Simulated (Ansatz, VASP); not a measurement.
RbBr: VASP beside Ansatz

```xyz
2
Lattice="4.1261 0.0000 0.0000 0.0000 4.1261 0.0000 0.0000 0.0000 4.1261" Properties=species:S:1:pos:R:3 pbc="T T T"
Rb    0.0000    0.0000   -0.1500
Br    2.0630    2.0630    2.0630
```

Alike in both runs: task single point; functional PBEsol; k mesh 6 × 6 × 6; occupations gaussian, width 0.05 eV; no spin polarisation.

|  | VASP | Ansatz |
| --- | --- | --- |
| version | VASP 6.6.1 | Ansatz 0.2.0 |
| potentials or method | VASP PAW PBE potentials, release 64 (Rb_sv, Br), cutoff 520 eV | scalar-relativistic, plane waves, PAW |
| valence electrons in the cell | 16 | 16 |

```tsv
	VASP	Ansatz	Ansatz less VASP
gap on the k mesh at the Fermi level (eV)	3.91	3.91	+0.002
least direct gap on the mesh (eV)	4.07	4.07	+0.001
pressure (GPa)	-0.5	-0.5	-0.04
rms of the force components (eV/Å)	0.058	0.057	-0.0011
```

VASP's potentials were made for PBE, not for PBEsol. Atom by atom the forces differ by 0.001 eV/Å (rms over components). With one functional, cell and mesh, what is left measures potentials, basis and numerics.
